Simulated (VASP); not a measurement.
Here is a VASP 6.6.1 calculation.

File INCAR:

```
  PREC = Accurate
  ENCUT = 520
  EDIFF = 1E-6
  ISMEAR = -1
  SIGMA = 0.1
  LREAL = False
  LASPH = True
  NELM = 60
  ALGO = Normal
  ISIF = 2
  LWAVE = False
  LCHARG = False
  GGA = RE
  NBANDS = 13
```

The input KPOINTS:

```
regular mesh
0
Gamma
  7 7 7
```

POSCAR

```
W
1.0
   -1.5969614455      1.5969614455      1.5969614455
    1.5969614455     -1.5969614455      1.5969614455
    1.5969614455      1.5969614455     -1.5969614455
W
1
Direct
    0.0000000000      0.0000000000      0.0000000000
```

Potentials or basis: VASP PAW PBE potentials, release 64 (W_sv).

Launch:

```console
$ cat potpaw_PBE.64/W_sv/POTCAR > POTCAR
$ mpirun -np 1 vasp_std > vasp.out
```

(1) Predict the pressure.

(2) What does it give for the band gap on the k mesh?

Results:

(1) 1.2 GPa.

(2) zero (band 7 reaches 14.50 eV, above the bottom of band 8 at 9.93 eV).

Caveat: the k points lie up to 0.40 Å⁻¹ apart; the PAW data sets were made with another functional, which shifts forces and pressure a little; spin-orbit coupling is left out, which moves the levels of the heavy elements.
